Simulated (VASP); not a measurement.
# C2NH3 in VASP: single point with PBE+D3(BJ)

Aim: the single point of C2NH3 with PBE+D3(BJ).

Program: VASP 6.6.1. These are calculated values, not measurements. Logs are shortened: lines on timing, memory, paths and dates and some standing lists are left out, and cuts for length are marked.

## 1. The cell of the first run

The cell holds a molecule in a box, 6 atoms: a = 14.028 Å, b = 14.500 Å, c = 15.000 Å, α = 90.00°, β = 90.00°, γ = 90.00°.

## 2. Single point, PBE+D3(BJ)

File INCAR:

```
SYSTEM = H3C2N
ALGO     = Normal         ! electronic algorithm
EDIFF    = 1E-6           ! SCF threshold, eV
ENCUT    = 1000           ! plane-wave cutoff, eV
GGA      = PE             ! functional
GGA_COMPAT= .False.      
ISIF     = 2              ! what is computed and relaxed
ISMEAR   = 0              ! smearing method
ISYM     = 0            
IVDW     = 12             ! dispersion correction
LASPH    = .True.         ! aspherical terms in the spheres
LCHARG   = .False.        ! write CHGCAR
LREAL    = .False.        ! projectors in reciprocal space
LWAVE    = .False.        ! write WAVECAR
NBANDS   = 17             ! bands
NELM     = 120            ! most SCF steps
NELMDL   = -8           
PREC     = Accurate       ! precision mode
SIGMA    = 0.005          ! smearing width, eV
```

File KPOINTS:

```
k-points
0
Gamma
  1 1 1
  0 0 0
```

File POSCAR:

```
H3C2N
1.0
   14.0282406575      0.0000000000      0.0000000000
    0.0000000000     14.5000000000      0.0000000000
    0.0000000000      0.0000000000     15.0000000000
C N H
2 1 3
Direct
    0.4205515430      0.4920126364      0.4893487023
    0.5241524486      0.4911359026      0.4908544725
    0.6069242163      0.4904326873      0.4920657875
    0.3937279109      0.4396068314      0.4429090658
    0.3921926177      0.4773077224      0.5560337404
    0.3943974761      0.5598088955      0.4679239429
```

Potentials or basis: VASP PAW PBE potentials, release 64 (C_h, N_h, H_h).

Launch:

```bash
> cat potpaw_PBE.64/C_h/POTCAR potpaw_PBE.64/N_h/POTCAR potpaw_PBE.64/H_h/POTCAR > POTCAR
> mpirun -np 1 vasp_gam > vasp.out
```

OUTCAR:

```text
SYSTEM = H3C2N
   EDIFF = 1E-6
   ENCUT = 1000
   GGA = PE
   ISIF = 2
   ISMEAR = 0
   ISYM = 0
   IVDW = 12
   LASPH = .True.
   LREAL = .False.
   NELM = 120
   NELMDL = -8
   PREC = Accurate
 IVDW          = 12

 ion  position               nearest neighbor table
   1  0.421  0.492  0.489-   4 1.10   6 1.10   5 1.10   2 1.45
   2  0.524  0.491  0.491-   3 1.16   1 1.45
   3  0.607  0.490  0.492-   2 1.16
   4  0.394  0.440  0.443-   1 1.10
   5  0.392  0.477  0.556-   1 1.10
   6  0.394  0.560  0.468-   1 1.10

IMPORTANT INFORMATION: All symmetrisations will be switched off!
NOSYMM: (Re-)initialisation of all symmetry stuff for point group C_1.

----------------------------------------------------------------------------------------

                                     Primitive cell

  volume of cell :    3051.1423

  direct lattice vectors                    reciprocal lattice vectors
    14.028240657  0.000000000  0.000000000     0.071284777  0.000000000  0.000000000
     0.000000000 14.500000000  0.000000000     0.000000000  0.068965517  0.000000000
     0.000000000  0.000000000 15.000000000     0.000000000  0.000000000  0.066666667

  length of vectors
    14.028240657 14.500000000 15.000000000     0.071284777  0.068965517  0.066666667

  position of ions in fractional coordinates (direct lattice)
     0.420551543  0.492012636  0.489348702
     0.524152449  0.491135903  0.490854472
     0.606924216  0.490432687  0.492065788
     0.393727911  0.439606831  0.442909066
     0.392192618  0.477307722  0.556033740
     0.394397476  0.559808895  0.467923943

  ion indices of the primitive-cell ions
   primitive index   ion index
                 1           1
                 2           2
                 3           3
                 4           4
                 5           5
                 6           6

----------------------------------------------------------------------------------------

 KPOINTS: k-points

Automatic generation of k-mesh.
 Grid dimensions read from file:
 generate k-points for:    1    1    1

 Generating k-lattice:

  Cartesian coordinates                     Fractional coordinates (reciprocal lattice)
     0.071284777  0.000000000  0.000000000     1.000000000  0.000000000  0.000000000
     0.000000000  0.068965517  0.000000000     0.000000000  1.000000000  0.000000000
     0.000000000  0.000000000  0.066666667     0.000000000  0.000000000  1.000000000

  Length of vectors
     0.071284777  0.068965517  0.066666667

  Shift w.r.t. Gamma in fractional coordinates (k-lattice)
     0.000000000  0.000000000  0.000000000

 Subroutine IBZKPT returns following result:
 ===========================================

 Found      1 irreducible k-points:

 Following reciprocal coordinates:
            Coordinates               Weight
  0.000000  0.000000  0.000000      1.000000
   k-points           NKPTS =      1   k-points in BZ     NKDIM =      1   number of bands    NBANDS=     17
   number of dos      NEDOS =    301   number of ions     NIONS =      6
   total plane-waves  NPLWV = ******
   dimension x,y,z NGX =   150 NGY =  150 NGZ =  160
   dimension x,y,z NGXF=   300 NGYF=  300 NGZF=  320
   ions per type =               2   1   3
   NGX,Y,Z   is equivalent  to a cutoff of  17.78, 17.20, 17.73 a.u.
   NGXF,Y,Z  is equivalent  to a cutoff of  35.55, 34.40, 35.47 a.u.
 SYSTEM =  H3C2N
   PREC   = accura    normal or accurate (medium, high low for compatibility)
   ISTART =      0    job   : 0-new  1-cont  2-samecut
   ICHARG =      2    charge: 1-file 2-atom 10-const
   ISPIN  =      1    spin polarized calculation?
   LNONCOLLINEAR =      F non collinear calculations
   LSORBIT =      F    spin-orbit coupling
   LASPH  =      T    aspherical Exc in radial PAW
   ENCUT  = 1000.0 eV  73.50 Ry    8.57 a.u.  36.17 37.39 38.68*2*pi/ulx,y,z
   NELM   =    120;   NELMIN=  2; NELMDL= -8     # of ELM steps
   EDIFF  = 0.1E-05   stopping-criterion for ELM
   LREAL  =      F    real-space projection
   EDIFFG = 0.1E-04   stopping-criterion for IOM
   NSW    =      0    number of steps for IOM
   IBRION =     -1    ionic relax: 0-MD 1-quasi-New 2-CG
   NFREE  =      0    steps in history (QN), initial steepest desc. (CG)
   ISIF   =      2    stress and relaxation
   ISYM   =      0    0-nonsym 1-usesym 2-fastsym
   POTIM  = 0.5000    time-step for ionic-motion
   TEBEG  =    0.0;   TEEND  =   0.0 temperature during run
   PSTRESS=    0.0 pullay stress
   NELECT =      16.0000    total number of electrons
   NUPDOWN=      -1.0000    fix difference up-down
   EMIN   =  10.00;   EMAX   =-10.00  energy-range for DOS
   EFERMI =   0.00;   METHOD = LEGACY
   ISMEAR =     0;   SIGMA  =   0.01  broadening in eV -4-tet -1-fermi 0-gaus
   EFERMI_NEDOS =   21; number of points for ismear=-14 and -15
   IALGO  =     38    algorithm
   IMIX   =      4    mixing-type and parameters
     AMIX     =   0.40;   BMIX     =  1.00
     AMIX_MAG =   1.60;   BMIX_MAG =  1.00
  volume/ion in A,a.u.               =     508.52      3431.69
  Fermi-wavevector in a.u.,A,eV,Ry     =   0.284420  0.537477  1.100642  0.080895
  Thomas-Fermi vector in A             =   1.137193
   LORBIT       =      0    0 simple, 1 ext, 2 COOP (PROOUT), +10 PAW based schemes
   GGA     = PE    functional components
   LHFCALC =     F    Hartree Fock is set to
   AEXX    =    0.0000 exact exchange contribution
   IVDW    =    12    specifies the selected vdW correction
   LEPSILON=     F    determine dielectric tensor
   LRPA    =     F    only Hartree local field effects (RPA)
 non-spin polarized calculation
 Gauss-broadening in eV      SIGMA  =   0.01
  energy-cutoff  :     1000.00
  volume of cell :     3051.14
 maximum number of plane-waves:    109530
 NGX is ok and might be reduce to   150
   NGX = 73   NGY = 75   NGZ = 77

 number of electron      16.0000000 magnetization

 Free energy of the ion-electron system (eV)
  ---------------------------------------------------
  ext. energy  EPLUGINS =         0.00000000
  ---------------------------------------------------
  free energy    TOTEN  =       -36.81182723 eV

  energy without entropy =      -36.81182723  energy(sigma->0) =      -36.81182723

 E-fermi :  -7.9301     XC(G=0):  -0.3494

 val. band max:       -7.9813016472   @ k =   0.0000   0.0000   0.0000
 cond. band min:      -0.7285653060   @ k =   0.0000   0.0000   0.0000
 fundamental gap:      7.2527363412
 Fermi energy:        -7.9300729748

 k-point     1 :       0.0000    0.0000    0.0000
  band No.  band energies     occupation
      1     -22.4140      2.00000
      2     -19.2764      2.00000
      3     -12.7232      2.00000
      4     -11.3727      2.00000
      5     -11.3727      2.00000
      6      -8.4525      2.00000
      7      -7.9813      2.00000
      8      -7.9813      2.00000
      9      -0.7286      0.00000
     10      -0.3297      0.00000
     11      -0.3290      0.00000
     12       0.2409      0.00000
     13       0.4228      0.00000
     14       0.4491      0.00000
     15       0.4899      0.00000
     16       0.6663      0.00000
     17       0.7387      0.00000

------------------------ aborting loop because EDIFF is reached ----------------------------------------

 Edisp (eV)   -0.07650

 E8    (eV) :    -0.0220

  FORCE on cell =-STRESS in cart. coord.  units (eV):
  Direction    XX          YY          ZZ          XY          YZ          ZX
  --------------------------------------------------------------------------------------
  -------------------------------------------------------------------------------------
  Total      -0.05191    -0.02511    -0.02581    -0.00006     0.00019     0.00004
  in kB      -0.02726    -0.01318    -0.01355    -0.00003     0.00010     0.00002
  external pressure =       -0.02 kB  Pullay stress =        0.00 kB

 VOLUME and BASIS-vectors are now :
 -----------------------------------------------------------------------------
  energy-cutoff  :     1000.00
  volume of cell :     3051.14
      direct lattice vectors                 reciprocal lattice vectors
    14.028240657  0.000000000  0.000000000     0.071284777  0.000000000  0.000000000
     0.000000000 14.500000000  0.000000000     0.000000000  0.068965517  0.000000000
     0.000000000  0.000000000 15.000000000     0.000000000  0.000000000  0.066666667

 POSITION                                       TOTAL-FORCE (eV/Angst)
 -----------------------------------------------------------------------------------
      5.89960      7.13418      7.34023         0.020336     -0.000179      0.000487
      7.35294      7.12147      7.36282        -0.050436      0.000398     -0.000579
      8.51408      7.11127      7.38099         0.033641     -0.000272      0.000282
      5.52331      6.37430      6.64364        -0.001174     -0.003250     -0.002975
      5.50177      6.92096      8.34051        -0.001315     -0.000749      0.004020
      5.53270      8.11723      7.01886        -0.001052      0.004052     -0.001234
 -----------------------------------------------------------------------------------
    total drift:                               -0.000050     -0.000027      0.000051

  FREE ENERGIE OF THE ION-ELECTRON SYSTEM (eV)
  ---------------------------------------------------
  free  energy   TOTEN  =       -36.8883304935 eV

  energy  without entropy=      -36.8883304935  energy(sigma->0) =      -36.88833049
```

It took 12 min on 1 thread of Intel Xeon Platinum 8259CL at 2.50GHz (Skylake/Cascade Lake), shared host; peak memory 4.8 GiB.

Results:

```yaml
Free_energy: -36.8883 eV
Largest_force: 0.050 eV/Å
Gap_between_the_frontier_levels: 7.25 eV
Dispersion_energy_per_atom: -0.013 eV
```

Forces in eV/Å, atoms in the order of the input:
```
C    0.020  0.000  0.000
C   -0.050  0.000 -0.001
N    0.034  0.000  0.000
H   -0.001 -0.003 -0.003
H   -0.001 -0.001  0.004
H   -0.001  0.004 -0.001
```

Levels at points of the mesh, in eV from the valence-band top:
| k point | band 5 | band 6 | band 7 | band 8 | band 9 | band 10 | band 11 | band 12 |
| --- | --- | --- | --- | --- | --- | --- | --- | --- |
| (0.00, 0.00, 0.00) | -3.39 | -0.47 | 0.00 | 0.00 | 7.25 | 7.65 | 7.65 | 8.22 |
